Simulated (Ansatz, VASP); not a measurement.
## One calculation of B4WC, two programs

INCAR

```
SYSTEM = B4WC
  PREC = Accurate
  ENCUT = 600
  EDIFF = 1E-6
  ISMEAR = 0
  SIGMA = 0.1
  LREAL = .False.
  LASPH = .True.
  NELM = 80
  ALGO = Normal
  ISIF = 3
  LWAVE = .False.
  LCHARG = .False.
  GGA = PE
  IBRION = 2
  NSW = 100
  EDIFFG = -0.01
```

File KPOINTS:

```
Automatic mesh
0
Gamma
  12 12 12
  0 0 0
```

The input POSCAR:

```
B4WC
1.0
    0.0000000000      2.8428008216      2.8428008216
    2.8428008216      0.0000000000      2.8428008216
    2.8428008216      2.8428008216      0.0000000000
B W C
4 1 1
Direct
    0.1342131806      0.6219289398      0.6219289398
    0.6219289398      0.6219289398      0.6219289398
    0.6219289398      0.1342131806      0.6219289398
    0.6219289398      0.6219289398      0.1342131806
    0.0000000000      0.0000000000      0.0000000000
    0.2500000000      0.2500000000      0.2500000000
```

Input for Ansatz:

```yaml
crystal:
  lattice:
    - [0.0, 2.8428008216, 2.8428008216]
    - [2.8428008216, 0.0, 2.8428008216]
    - [2.8428008216, 2.8428008216, 0.0]
  atoms:
    - { symbol: B, position: [0.1342131806, 0.6219289398, 0.6219289398] }
    - { symbol: B, position: [0.6219289398, 0.6219289398, 0.6219289398] }
    - { symbol: B, position: [0.6219289398, 0.1342131806, 0.6219289398] }
    - { symbol: B, position: [0.6219289398, 0.6219289398, 0.1342131806] }
    - { symbol: W, position: [0.0, 0.0, 0.0] }
    - { symbol: C, position: [0.25, 0.25, 0.25] }
basis:
  ecutwfc: 420
kpoints:
  mp_grid: { grid: [12, 12, 12] }
hamiltonian:
  xc: pbe
scf:
  occupations: { method: gaussian, width: 0.1 }
output:
  forces: true
  stress: true
  eigenvalues: true
  write_density: true
  write_potential: true
  elf: true
  volumetric_format: npy
relax:
  adjacent_minimum: "off"
  f_tol: 0.01
  max_steps: 80
  cell: { stress_tol: 0.05 }
```

Alike in both runs: task relaxation of cell and atoms; functional PBE; k mesh 12 × 12 × 12; occupations gaussian, width 0.1 eV; no spin polarisation.

|  | VASP | Ansatz |
| --- | --- | --- |
| version | VASP 6.6.1 | Ansatz 0.2.0 |
| potentials or method | VASP PAW PBE potentials, release 64 (B, W_sv, C), cutoff 600 eV | scalar-relativistic, plane waves, PAW |
| valence electrons in the cell | 30 | 30 |

Ansatz gave:

```
gap on the k mesh at the Fermi level, each at its own relaxed structure (eV) : none
relaxed volume (Å³/atom)                                                     : 7.65
relaxed length of the cell vector where the two differ most in proportion (Å)              : 4.019
```

Problem. Estimate VASP's values.

Solution. gap on the k mesh at the Fermi level, each at its own relaxed structure (eV): none; relaxed volume (Å³/atom): 7.66; relaxed length of the cell vector where the two differ most in proportion (Å): 4.021.

A gap of «none» marks a metal or a gap that the smearing closes.

Neither program's run includes spin-orbit coupling.
